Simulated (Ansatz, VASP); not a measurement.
## One calculation of Zr, two programs

Contents of INCAR:

```
PREC = Accurate
ENCUT = 600
EDIFF = 1E-7
ISMEAR = 0
SIGMA = 0.1
LREAL = False
LASPH = True
NELM = 80
ALGO = Normal
ISIF = 3
LWAVE = False
LCHARG = False
GGA = PE
IBRION = 2
NSW = 90
EDIFFG = -0.04
```

The input KPOINTS:

```
regular mesh
0
Gamma
  4 4 4
```

File POSCAR:

```
Zr
1.0
    4.2413265000      0.0000000000      0.0000000000
    0.0000000000      4.2413265000      0.0000000000
    0.0000000000      0.0000000000      4.2413265000
Zr
3
Direct
    0.5000000000      0.0000000000      0.0000000000
    0.0000000000      0.5000000000      0.0000000000
    0.0000000000      0.0000000000      0.5000000000
```

Input for Ansatz:

```yaml
crystal:
  lattice:
    - [4.2413265, 0.0, 0.0]
    - [0.0, 4.2413265, 0.0]
    - [0.0, 0.0, 4.2413265]
  atoms:
    - { symbol: Zr, position: [0.5, 0.0, 0.0] }
    - { symbol: Zr, position: [0.0, 0.5, 0.0] }
    - { symbol: Zr, position: [0.0, 0.0, 0.5] }
basis:
  ecutwfc: 420
kpoints:
  mp_grid: { grid: [4, 4, 4] }
hamiltonian:
  xc: pbe
scf:
  occupations: { method: gaussian, width: 0.1 }
  lower_state_search: "off"
output:
  forces: true
  stress: true
  eigenvalues: true
relax:
  adjacent_minimum: "off"
  f_tol: 0.04
  max_steps: 70
  cell: { stress_tol: 0.4 }
```

Alike in both runs: task relaxation of cell and atoms; functional PBE; k mesh 4 × 4 × 4; occupations gaussian, width 0.1 eV; no spin polarisation.

```csv
,VASP,Ansatz
version,VASP 6.6.1,Ansatz 0.2.0
potentials or method,"VASP PAW PBE potentials, release 64 (Zr_sv), cutoff 600 eV","scalar-relativistic, plane waves, PAW"
valence electrons in the cell,36,36
```

VASP gave:

| Property | Result |
| --- | --- |
| gap on the k mesh at the Fermi level, each at its own relaxed structure (eV) | none |
| relaxed volume (Å³/atom) | 26.33 |
| relaxed cell length with the largest relative difference (Å) | 4.291 |

**Question.** Estimate Ansatz's values.

**Answer.** gap on the k mesh at the Fermi level, each at its own relaxed structure (eV): none; relaxed volume (Å³/atom): 26.36; relaxed cell length with the largest relative difference (Å): 4.292.

A gap of «none» marks a metal or a gap that the smearing closes.

The k mesh is coarse, so the values compare programs but aren't converged.
